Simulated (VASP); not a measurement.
# MoP (P-6m2) in VASP: notebook, part 2 of 2

VASP 6.6.1.

## (4) Relaxation of cell and atoms, PBEsol, target pressure 5 GPa, at which the enthalpy is minimised

This run uses another cell than the first one, of 14.35 Å³/atom.

The input, INCAR:

```
SYSTEM = MoP
PREC = Accurate ; ENCUT = 500
EDIFF = 1E-7 ; ISMEAR = -1
SIGMA = 0.05 ; LREAL = .False.
LASPH = .True. ; NELM = 120
ALGO = Normal ; ISIF = 3
LWAVE = .False. ; LCHARG = .False.
GGA = PS ; IBRION = 2
NSW = 80 ; EDIFFG = -0.005
PSTRESS = 50.0 ; GGA_COMPAT = .False.
NELMIN = 4
```

The input, KPOINTS:

```
regular mesh
0
Gamma
  10 10 8
  0 0 0
```

The input, POSCAR:

```
MoP
1.0
    3.2230000000      0.0000000000      0.0000000000
   -1.6115000000      2.7911998764      0.0000000000
    0.0000000000      0.0000000000      3.1910000000
Mo P
1 1
Direct
    0.0000000000      0.0000000000      0.0000000000
    0.3333333333      0.6666666667      0.5000000000
```

Run with:

```
> cat potpaw_PBE.64/Mo_sv/POTCAR potpaw_PBE.64/P/POTCAR > POTCAR
> mpirun -np 1 vasp_std > vasp.out
```

Wall time 61 s (1 thread of Intel Xeon Platinum 8375C at 2.90GHz (Ice Lake), shared host); peak memory 0.16 GiB.

The run converged. Its results:

```yaml
Free_energy: -19.0534 eV
Relaxed_volume: 13.86 Å³/atom
Relaxed_cell: a = 3.182 Å, b = 3.182 Å, c = 3.161 Å, α = 90.00°, β = 90.00°, γ = 120.00°
Space_group_after_relaxing_to_0.1_Å: P-6m2 (No. 187)
Energy_change_on_relaxing_the_run_minimises_the_enthalpy: +2.1 meV/atom
Ionic_steps: 9
Pressure_after_relaxing: 5.0 GPa
Band_gap_on_the_k_mesh: zero (an odd number of electrons rules out a gap without spin polarisation)
```

Step by step:
```
step  energy change (eV)  largest force (eV/Å)  pressure (GPa)  volume (Å³)
   1              0.0000                0.0000           -3.47        28.71
   2              0.2165                0.0000           29.25        25.67
   3              0.0029                0.0000            4.70        27.77
   4              0.0036                0.0000            4.93        27.74
   5              0.0042                0.0000            5.11        27.72
   6              0.0048                0.0000            5.18        27.69
   7              0.0047                0.0000            5.17        27.70
   8              0.0032                0.0000            4.69        27.75
   9              0.0042                0.0000            5.01        27.71
```

Final structure:
```
Mo P
1.0
     3.18177    0.00000    0.00000
    -1.59088    2.75549    0.00000
     0.00000    0.00000    3.16093
Mo P
1 1
Direct
  0.00000 0.00000 0.00000
  0.33333 0.66667 0.50000
```

Levels at points of the mesh, in eV from the Fermi level:
```
           k point  band 6  band 7  band 8  band 9  band 10  band 11  band 12  band 13
(0.00, 0.00, 0.00)   -4.43   -3.40   -3.40   -0.69     0.31     0.31     4.33     4.33
(0.50, 0.00, 0.00)   -7.47   -4.10   -3.96   -1.22    -0.44     1.83     2.55     4.80
(0.00, 0.00, 0.50)   -8.06   -2.78   -2.78   -1.77    -1.77     1.38     3.04     3.04
(0.50, 0.00, 0.50)   -6.31   -5.41   -4.56   -1.08     1.56     1.94     3.76     5.30
```

Caveat: the cell is relaxed towards a set pressure, so the run minimises the enthalpy, not the energy; the PAW data sets were made with another functional, which shifts forces and pressure a little; an odd number of electrons without spin polarisation forces a metal; a magnetic or distorted state may lie lower.

## (5) Relaxation of cell and atoms, PBEsol, target pressure 10 GPa, at which the enthalpy is minimised

This run uses another cell than the first one, of 14.35 Å³/atom.

The input, INCAR:

```
PREC     = Accurate       # precision mode
ENCUT    = 500            # plane-wave cutoff, eV
EDIFF    = 1E-7           # SCF threshold, eV
ISMEAR   = -1             # smearing method
SIGMA    = 0.05           # smearing width, eV
LREAL    = False          # projectors in reciprocal space
LASPH    = True           # aspherical terms in the spheres
NELM     = 120            # most SCF steps
ALGO     = Normal         # electronic algorithm
ISIF     = 3              # what is computed and relaxed
LWAVE    = False          # write WAVECAR
LCHARG   = False          # write CHGCAR
GGA      = PS             # functional
IBRION   = 2              # ionic algorithm
NSW      = 80             # ionic steps
EDIFFG   = -0.005         # ionic threshold
PSTRESS  = 100.0        
GGA_COMPAT= False        
NELMIN   = 4
```

The input, KPOINTS:

```
Automatic mesh
0
Gamma
  10 10 8
```

POSCAR is that of step 4.

Potentials or basis: VASP PAW PBE potentials, release 64 (Mo_sv, P).

Run with:

```
> cat potpaw_PBE.64/Mo_sv/POTCAR potpaw_PBE.64/P/POTCAR > POTCAR
> mpirun -np 1 vasp_std > vasp.out
```

OUTCAR:

```text
PREC = Accurate
   ENCUT = 500
   EDIFF = 1E-7
   ISMEAR = -1
   LREAL = False
   LASPH = True
   NELM = 120
   ISIF = 3
   GGA = PS
   IBRION = 2
   NSW = 80
   EDIFFG = -0.005
   PSTRESS = 100.0
   NELMIN = 4

 ion  position               nearest neighbor table
   1  0.000  0.000  0.000-   2 2.45   2 2.45   2 2.45   2 2.45   2 2.45   2 2.45
   2  0.333  0.667  0.500-   1 2.45   1 2.45   1 2.45   1 2.45   1 2.45   1 2.45

  LATTYP: Found a hexagonal cell.
 ALAT       =     3.2230000000
 C/A-ratio  =     0.9900713621

  Lattice vectors:

 A1 = (   3.2230000000,   0.0000000000,   0.0000000000)
 A2 = (  -1.6115000000,   2.7911998764,   0.0000000000)
 A3 = (   0.0000000000,   0.0000000000,   3.1910000000)

Analysis of symmetry for initial positions (statically):
=====================================================================
 Subroutine PRICEL returns:
 Original cell was already a primitive cell.

 Routine SETGRP: Setting up the symmetry group for a
 hexagonal supercell.

 Subroutine GETGRP returns: Found 12 space group operations
 (whereof 12 operations were pure point group operations)
 out of a pool of 24 trial point group operations.

The static configuration has the point symmetry D_3h.

Analysis of symmetry for dynamics (positions and initial velocities):
=====================================================================
 Subroutine PRICEL returns:
 Original cell was already a primitive cell.

 Routine SETGRP: Setting up the symmetry group for a
 hexagonal supercell.

 Subroutine GETGRP returns: Found 12 space group operations
 (whereof 12 operations were pure point group operations)
 out of a pool of 24 trial point group operations.

The dynamic configuration has the point symmetry D_3h.

 Subroutine INISYM returns: Found 12 space group operations
 (whereof 12 operations are pure point group operations),
[... 131 lines left out ...]
 maximum number of plane-waves:       742
 NGX is ok and might be reduce to    24
   NGX = 11   NGY = 11   NGZ = 11

--------------------------------------- Ionic step        1  -------------------------------------------

 number of electron      18.9999999 magnetization

 Free energy of the ion-electron system (eV)
  ---------------------------------------------------
  ext. energy  EPLUGINS =         0.00000000
  ---------------------------------------------------
  free energy    TOTEN  =       -19.05753523 eV

  energy without entropy =      -19.05337864  energy(sigma->0) =      -19.05545693

------------------------ aborting loop because EDIFF is reached ----------------------------------------

  FORCE on cell =-STRESS in cart. coord.  units (eV):
  Direction    XX          YY          ZZ          XY          YZ          ZX
  --------------------------------------------------------------------------------------
  -------------------------------------------------------------------------------------
  Total       -0.5532474     -0.5532474     -0.7571143     -0.0000000      0.0000000      0.0000000
  in kB      -30.8781933    -30.8781933    -42.2565460     -0.0000000      0.0000000      0.0000000
  external PRESSURE =    -134.6709775 kB  Pullay stress =     100.0000000 kB
[... 291 lines left out ...]
--------------------------------------- Ionic step        9  -------------------------------------------

 number of electron      19.0000002 magnetization

 Free energy of the ion-electron system (eV)
  ---------------------------------------------------
  ext. energy  EPLUGINS =         0.00000000
  ---------------------------------------------------
  free energy    TOTEN  =       -19.02923606 eV

  energy without entropy =      -19.02547776  energy(sigma->0) =      -19.02735691

 E-fermi :  12.6654     XC(G=0): -12.9905

 val. band max:       12.6134982412   @ k =   0.3000  -0.0000   0.3750
 cond. band min:      12.6853321135   @ k =   0.2000  -0.0000   0.0000
 fundamental gap:      0.0718338723
 Fermi energy:        12.6653746928

 k-point     1 :       0.0000    0.0000    0.0000
  band No.  band energies     occupation
      1     -48.3810      2.00000
      2     -22.5976      2.00000
      3     -22.3371      2.00000
      4     -22.3371      2.00000
      5      -1.6297      2.00000
      6       8.1061      2.00000
      7       9.2219      2.00000
      8       9.2219      2.00000
      9      11.9499      2.00000
     10      12.9777      0.00386
     11      12.9777      0.00386
     12      17.0843      0.00000
     13      17.0843      0.00000
[... 354 lines left out ...]
  band No.  band energies     occupation
      1     -48.3332      2.00000
      2     -22.7408      2.00000
      3     -22.5843      2.00000
      4     -22.4550      2.00000
      5       1.2813      2.00000
      6       5.3688      2.00000
      7       7.8951      2.00000
      8       9.1323      2.00000
      9      10.3817      2.00000
     10      13.0932      0.00038
     11      14.5919      0.00000
     12      15.0536      0.00000
     13      17.2543      0.00000

 [... further k-points ...]

------------------------ aborting loop because EDIFF is reached ----------------------------------------

  FORCE on cell =-STRESS in cart. coord.  units (eV):
  Direction    XX          YY          ZZ          XY          YZ          ZX
  --------------------------------------------------------------------------------------
  -------------------------------------------------------------------------------------
  Total        1.6980626      1.6980626      1.6985645      0.0000000     -0.0000000      0.0000000
  in kB      100.0420977    100.0420977    100.0716683      0.0000000     -0.0000000      0.0000000
  external PRESSURE =       0.0519546 kB  Pullay stress =     100.0000000 kB
[... 21 lines left out ...]
  energy  without entropy=      -19.0254777641  energy(sigma->0) =      -19.02735691

  enthalpy is  TOTEN    =       -17.3318880210 eV   P V=        1.6973480347

 reached required accuracy - stopping structural energy minimisation
```

OSZICAR:

```text
N       E                     dE             d eps       ncg     rms          rms(c)
DAV:   1     0.116301479686E+03    0.11630E+03   -0.99298E+03  1820   0.135E+03
DAV:   2    -0.168747415132E+02   -0.13318E+03   -0.13058E+03  2125   0.356E+02
DAV:   3    -0.200958997372E+02   -0.32212E+01   -0.31077E+01  2318   0.502E+01
[... 89 lines left out ...]
DAV:   3    -0.190292396744E+02    0.32457E-04   -0.66782E-05  1895   0.690E-02    0.214E-02
DAV:   4    -0.190292341279E+02    0.55465E-05   -0.31978E-05  2025   0.538E-02    0.168E-02
DAV:   5    -0.190292352523E+02   -0.11245E-05   -0.55752E-07  2190   0.732E-03    0.894E-03
DAV:   6    -0.190292360176E+02   -0.76525E-06   -0.36174E-07  1900   0.485E-03    0.649E-04
DAV:   7    -0.190292360557E+02   -0.38082E-07   -0.79771E-09   925   0.797E-04
   9 F= -.17331888E+02 E0= -.17330009E+02  d E =-.143508E-04
```

Wall time 70 s (1 thread of Intel Xeon Platinum 8375C at 2.90GHz (Ice Lake), shared host); peak memory 0.16 GiB.

What came out:

* Free energy: -19.0292 eV
* Relaxed volume: 13.60 Å³/atom
* Relaxed cell: a = 3.158 Å, b = 3.158 Å, c = 3.149 Å, α = 90.00°, β = 90.00°, γ = 120.00°
* Space group after relaxing (to 0.1 Å): P-6m2 (No. 187)
* Energy change on relaxing (the run minimises the enthalpy): +14.1 meV/atom
* Ionic steps: 9
* Pressure after relaxing: 10.0 GPa
* Band gap on the k mesh: zero (an odd number of electrons rules out a gap without spin polarisation)

Step by step:
```csv
step,energy change (eV),largest force (eV/Å),pressure (GPa),volume (Å³)
1,0.0000,0.0000,-3.47,28.71
2,0.6651,0.0000,57.37,23.98
3,0.0228,0.0000,9.23,27.31
4,0.0263,0.0000,9.84,27.25
5,0.0281,0.0000,10.14,27.22
6,0.0300,0.0000,10.24,27.17
7,0.0296,0.0000,10.22,27.17
8,0.0257,0.0000,9.55,27.24
9,0.0283,0.0000,10.01,27.19
```

Final structure:
```
Mo P
1.0
     3.15763    0.00000    0.00000
    -1.57882    2.73459    0.00000
     0.00000    0.00000    3.14940
Mo P
1 1
Cartesian
  0.0000 0.0000 0.0000
  0.0000 1.8231 1.5747
```

Caveat: the cell is relaxed towards a set pressure, so the run minimises the enthalpy, not the energy; the PAW data sets were made with another functional, which shifts forces and pressure a little; an odd number of electrons without spin polarisation forces a metal; a magnetic or distorted state may lie lower.

## (6) Summary

| task | cell | gap on the mesh (eV) | pressure (GPa) |
| --- | --- | --- | --- |
| single point | a = 3.207, b = 3.207, c = 3.172 Å, angles 90.0, 90.0, 120.0°, 2 atoms | none | 0.3 |
| relaxation of cell and atoms | relaxed from a = 3.223, b = 3.223, c = 3.191 Å, angles 90.0, 90.0, 120.0°, 2 atoms | none | 0.0 |
| relaxation of cell and atoms | relaxed to 5 GPa from a = 3.223, b = 3.223, c = 3.191 Å, angles 90.0, 90.0, 120.0°, 2 atoms | none | 5.0 |
| relaxation of cell and atoms | relaxed to 10 GPa from a = 3.223, b = 3.223, c = 3.191 Å, angles 90.0, 90.0, 120.0°, 2 atoms | none | 10.0 |

Alike in all rows: level PBEsol; potentials or basis VASP PAW PBE potentials, release 64 (Mo_sv, P); no spin polarisation; k mesh 10 × 10 × 8; cutoff (eV) 500; smearing fermi-dirac 0.05 eV.

Caveats: the PAW data sets were made with another functional, which shifts forces and pressure a little; an odd number of electrons without spin polarisation forces a metal; a magnetic or distorted state may lie lower; the cell is relaxed towards a set pressure, so the run minimises the enthalpy, not the energy (at least some runs).

Absolute energies hang on the potentials; compare differences alone.

The gap in the log of VASP goes by the Fermi energy; the results here count the filled bands.